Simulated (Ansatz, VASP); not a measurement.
This is a calculation of Sb for VASP 6.6.1.

The input POSCAR:

```
Sb
1.0
    3.1600000000      0.0000000000      0.0000000000
    0.0000000000      3.1600000000      0.0000000000
    0.0000000000      0.0000000000      3.1600000000
Sb
1
Direct
    0.0000000000      0.0000000000      0.0000000000
```

File INCAR.step1:

```
PREC     = Accurate       # precision mode
ENCUT    = 400            # plane-wave cutoff, eV
EDIFF    = 1E-5           # SCF threshold, eV
ISMEAR   = -1             # smearing method
SIGMA    = 0.05           # smearing width, eV
LREAL    = False          # projectors in reciprocal space
LASPH    = True           # aspherical terms in the spheres
NELM     = 120            # most SCF steps
ALGO     = Normal         # electronic algorithm
ISIF     = 2              # what is computed and relaxed
LWAVE    = True           # write WAVECAR
LCHARG   = False          # write CHGCAR
NBANDS   = 14             # bands
GGA      = PE             # functional
GGA_COMPAT= False
```

File INCAR.step2:

```
PREC     = Accurate       # precision mode
ENCUT    = 400            # plane-wave cutoff, eV
EDIFF    = 1E-6           # SCF threshold, eV
ISMEAR   = -1             # smearing method
SIGMA    = 0.05           # smearing width, eV
LREAL    = False          # projectors in reciprocal space
LASPH    = True           # aspherical terms in the spheres
NELM     = 120            # most SCF steps
ALGO     = Normal         # electronic algorithm
ISIF     = 2              # what is computed and relaxed
LWAVE    = False          # write WAVECAR
LCHARG   = False          # write CHGCAR
GGA      = PE             # functional
LHFCALC  = True           # exact exchange
AEXX     = 1.0            # exact-exchange fraction
ALDAC    = 0.0          
AGGAC    = 0.0          
PRECFOCK = Normal       
NBANDS   = 14             # bands
ISTART   = 1            
GGA_COMPAT= False
```

KPOINTS

```
regular mesh
0
Gamma
  4 4 4
```

Potentials or basis: VASP PAW PBE potentials, release 64 (Sb_d_GW).

Command:

```bash
$ cat potpaw_PBE.64/Sb_d_GW/POTCAR > POTCAR
$ cp INCAR.step1 INCAR
$ mpirun -np 1 vasp_std > vasp.out
$ cp INCAR.step2 INCAR
$ mpirun -np 1 vasp_std > vasp.out
```

Question: Translate it to Ansatz 0.2.0. Potentials there: Ansatz PAW.

Answer: As run (the cutoff follows the program's own potentials):

The input input:

```
crystal:
  lattice:
    - [3.16, 0.0, 0.0]
    - [0.0, 3.16, 0.0]
    - [0.0, 0.0, 3.16]
  atoms:
    - { symbol: Sb, position: [0.0, 0.0, 0.0] }
hamiltonian:
  xc: hf
  pseudopotentials: { kind: paw }
kpoints:
  mp_grid: { grid: [4, 4, 4] }
scf:
  occupations: { method: fermi_dirac, width: 0.05 }
output:
  forces: true
  stress: true
  eigenvalues: true
```

Both were run:

|  | VASP | Ansatz | Ansatz less VASP |
| --- | --- | --- | --- |
| gap on the k mesh at the Fermi level (eV) | none | none | - |
| pressure (GPa) | -4.7 | -4.0 | +0.72 |

VASP's potentials were made for PBE, not for HF. A gap of «none» marks a metal or a gap that the smearing closes.

The k mesh is coarse, so the values compare programs but aren't converged. Neither program's run includes spin-orbit coupling.
